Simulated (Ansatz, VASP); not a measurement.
Two plane-wave programs on CdI2

```
Cd I
1.0
     4.24400    0.00000    0.00000
    -2.12200    3.67541    0.00000
     0.00000    0.00000    6.85900
Cd I
1 2
Cartesian
  0.0000 0.0000 0.0000
  0.0000 2.4503 1.7093
  2.1220 1.2251 5.1497
```

Alike in both runs: task single point; functional PBE; k mesh 6 × 6 × 4; no spin polarisation.

|  | VASP | Ansatz |
| --- | --- | --- |
| version | VASP 6.6.1 | Ansatz 0.2.0 |
| potentials or method | VASP PAW PBE potentials, release 64 (Cd, I), cutoff 500 eV | plane waves, PAW |
| occupations | gaussian, width 0.01 eV | fixed |
| valence electrons in the cell | 26 | 54 |

|  | VASP | Ansatz | Ansatz less VASP |
| --- | --- | --- | --- |
| rms of the force components (eV/Å) | 0.068 | 0.057 | -0.0101 |

Atom by atom the forces differ by 0.010 eV/Å (rms over components). VASP's potentials hold 26 valence electrons a cell and Ansatz's 54, so a difference there can come from the potentials and not from the codes.

Neither program's run includes spin-orbit coupling.
